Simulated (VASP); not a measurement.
Wanted: the native input for a VASP 6.6.1 run.

* Task: relaxation of cell and atoms
* Functional: PBE
* Potentials or basis: VASP PAW PBE potentials, release 64 (Li_sv, Nb_sv, O)
* Cutoff: 750 eV
* k mesh: 6 × 6 × 6
* Occupations: gaussian, width 0.02 eV
* Spin: no spin polarisation
* Dipole correction: no
* Further INCAR settings: ALGO = Normal; EDIFF = 1e-07; IBRION = 2; EDIFFG = -0.01; NSW = 100; ISIF = 3

The structure of LiNbO3 lies in POSCAR:

```
LiNbO3
1.0
    2.6135471228      1.5089321349      4.6008923322
   -2.6135471228      1.5089321349      4.6008923322
    0.0000000000     -3.0178642698      4.6008923322
Li Nb O
2 2 6
Direct
    0.7500000000      0.7500000000      0.7500000000
    0.2500000000      0.2500000000      0.2500000000
    0.0000000000      0.0000000000      0.0000000000
    0.5000000000      0.5000000000      0.5000000000
    0.6310633706      0.8689366294      0.2500000000
    0.8689366294      0.2500000000      0.6310633706
    0.3689366294      0.1310633706      0.7500000000
    0.7500000000      0.3689366294      0.1310633706
    0.1310633706      0.7500000000      0.3689366294
    0.2500000000      0.6310633706      0.8689366294
```

The input as run:

INCAR

```
SYSTEM = LiNbO3
PREC = Accurate
ENCUT = 750
EDIFF = 1E-7
ISMEAR = 0
SIGMA = 0.02
LREAL = .FALSE.
LASPH = .TRUE.
NELM = 120
ALGO = Normal
ISIF = 3
LWAVE = .FALSE.
LCHARG = .FALSE.
GGA = PE
IBRION = 2
NSW = 100
EDIFFG = -0.01
GGA_COMPAT = .FALSE.
NELMIN = 4
```

KPOINTS

```
regular mesh
0
G
  6 6 6
  0 0 0
```

Potentials or basis: VASP PAW PBE potentials, release 64 (Li_sv, Nb_sv, O).

Run with:

```sh
$ cat potpaw_PBE.64/Li_sv/POTCAR potpaw_PBE.64/Nb_sv/POTCAR potpaw_PBE.64/O/POTCAR > POTCAR
$ mpirun -np 1 vasp_std > vasp.out
```

Results of the run:

| Item | Value |
| --- | --- |
| Relaxed volume | 10.84 Å³/atom |
| Relaxed cell | a = 5.493 Å, b = 5.493 Å, c = 5.493 Å, α = 56.75°, β = 56.75°, γ = 56.75° |
| Space group after relaxing (to 0.1 Å) | R-3c (No. 167) |
| Energy gained by relaxing | 0.1 meV/atom |
| Ionic steps | 5 |
| Pressure after relaxing | 0.0 GPa |
| Band gap on the k mesh | 2.50 eV (least direct gap 2.62 eV) |

Wall time 29 min on 1 thread of Oxide Virtual Turin-like Processor (shared host), peak memory 0.45 GiB.
